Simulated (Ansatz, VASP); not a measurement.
LiF: VASP beside Ansatz

```
CELL_PARAMETERS angstrom
3.01816 0.00000 0.00000
-1.50908 2.61380 0.00000
0.00000 0.00000 4.68755
ATOMIC_POSITIONS crystal
Li 0.33333 0.66667 0.38244
Li 0.66667 0.33333 0.88244
F 0.33333 0.66667 0.99256
F 0.66667 0.33333 0.49256
```

Alike in both runs: task single point; functional r2SCAN; k mesh 9 × 9 × 4; no spin polarisation.

|  | VASP | Ansatz |
| --- | --- | --- |
| version | VASP 6.6.1 | Ansatz 0.2.0 |
| potentials or method | VASP PAW PBE potentials, release 64 (Li_sv, F) | plane waves, PAW |
| plane-wave cutoff (eV) | 520 | 500 |
| occupations | gaussian, width 0.01 eV | fixed |
| valence electrons in the cell | 20 | 20 |

```tsv
	VASP	Ansatz	Ansatz less VASP
gap on the k mesh at the Fermi level (eV)	8.99	8.94	-0.052
rms of the force components (eV/Å)	0.012	0.008	-0.0037
```

VASP's potentials were made for PBE, not for r2SCAN. Atom by atom the forces differ by 0.004 eV/Å (rms over components).

Noted on VASP's run: the cutoff is short for stress, so the pressure is rough.
